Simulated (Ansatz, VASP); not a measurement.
# PbS: VASP beside Ansatz

```xyz
2
Lattice="0.0000 2.9846 2.9846 2.9846 0.0000 2.9846 2.9846 2.9846 0.0000" Properties=species:S:1:pos:R:3 pbc="T T T"
Pb    0.0000    0.0000    0.0000
S     2.9846    2.9846    2.9846
```

Change from the starting cell: volume scaled by 1.02.

Alike in both runs: task single point; functional LDA; k mesh 7 × 7 × 7; occupations fermi-dirac, width 0.01 eV; no spin polarisation.

|  | VASP | Ansatz |
| --- | --- | --- |
| version | VASP 6.6.1 | Ansatz 0.2.0 |
| potentials or method | VASP PAW LDA potentials, release 64 (Pb_d, S), cutoff 520 eV | all-electron LAPW, scalar-relativistic |

|  | VASP | Ansatz | Ansatz less VASP |
| --- | --- | --- | --- |
| pressure (GPa) | -3.6 | -3.6 | -0.03 |

LDA's correlation is that of Perdew and Zunger in VASP and of Perdew and Wang (1992) in Ansatz. Ansatz ran all-electron here, and VASP with PAW potentials.

Spin-orbit coupling is off throughout.
